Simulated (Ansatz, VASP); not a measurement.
## ScAl2 in VASP and in Ansatz

```
Sc Al
1.0
     0.00000    3.77765    3.77765
     3.77765    0.00000    3.77765
     3.77765    3.77765    0.00000
Sc Al
2 4
Direct
  0.50000 0.50000 0.50000
  0.75000 0.75000 0.75000
  0.12500 0.12500 0.12500
  0.62500 0.12500 0.12500
  0.12500 0.62500 0.12500
  0.12500 0.12500 0.62500
```

Alike in both runs: task relaxation of cell and atoms; functional LDA; k mesh 8 × 8 × 8; occupations gaussian, width 0.1 eV; no spin polarisation.

|  | VASP | Ansatz |
| --- | --- | --- |
| version | VASP 6.6.1 | Ansatz 0.2.0 |
| potentials or method | VASP PAW LDA potentials, release 64 (Sc_sv, Al), cutoff 600 eV | scalar-relativistic, plane waves, PAW |
| valence electrons in the cell | 34 | 34 |

```tsv
	VASP	Ansatz	Ansatz less VASP
gap on the k mesh at the Fermi level, each at its own relaxed structure (eV)	none	none	-
relaxed volume (Å³/atom)	17.27	17.24	-0.032
relaxed cell length with the largest relative difference (Å)	5.273	5.269	-0.0032
```

LDA's correlation is that of Perdew and Zunger in VASP and of Perdew and Wang (1992) in Ansatz. A gap of «none» marks a metal or a gap that the smearing closes.
